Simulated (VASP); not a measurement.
Write the native input for VASP 6.6.1 that does the following.

- Task: single point
- Functional: PBE
- Potentials or basis: VASP PAW PBE potentials, release 64 (Fe)
- Cutoff: 520 eV
- k mesh: 16 × 16 × 16
- Occupations: fermi-dirac, width 0.1 eV
- Spin: no spin polarisation
- Dipole correction: no
- Further INCAR settings: ALGO = Normal; EDIFF = 1e-06; NBANDS = 10

The structure of Fe lies in POSCAR:

```
Fe
1.0
   -1.3807996972      1.3807996972      1.3807996972
    1.3807996972     -1.3807996972      1.3807996972
    1.3807996972      1.3807996972     -1.3807996972
Fe
1
Direct
    0.0000000000      0.0000000000      0.0000000000
```

These files were run (other wordings do the same):

INCAR

```
SYSTEM = Fe
PREC     = Accurate       ! precision mode
ENCUT    = 520            ! plane-wave cutoff, eV
EDIFF    = 1E-6           ! SCF threshold, eV
ISMEAR   = -1             ! smearing method
SIGMA    = 0.1            ! smearing width, eV
LREAL    = .FALSE.        ! projectors in reciprocal space
LASPH    = .TRUE.         ! aspherical terms in the spheres
NELM     = 60             ! most SCF steps
ALGO     = Normal         ! electronic algorithm
ISIF     = 2              ! what is computed and relaxed
LWAVE    = .FALSE.        ! write WAVECAR
LCHARG   = .TRUE.         ! write CHGCAR
GGA      = PE             ! functional
LELF     = .TRUE.         ! ELF
LVHAR    = .TRUE.       
NBANDS   = 10             ! bands
```

KPOINTS

```
regular mesh
0
G
  16 16 16
  0 0 0
```

Potentials or basis: VASP PAW PBE potentials, release 64 (Fe).

Run with:

```bash
$ cat potpaw_PBE.64/Fe/POTCAR > POTCAR
$ mpirun -np 1 vasp_std > vasp.out
```

It gave:

* Pressure: -0.4 GPa
* Band gap on the k mesh: zero (band 4 reaches 7.73 eV, above the bottom of band 5 at 5.70 eV)

Caveat: the run has no spin polarisation, though such a crystal can be magnetic.

Run time: 8 s on 1 thread of Intel(R) Xeon(R) Platinum 8488C (Sapphire Rapids) (shared host), peak memory 0.13 GiB.
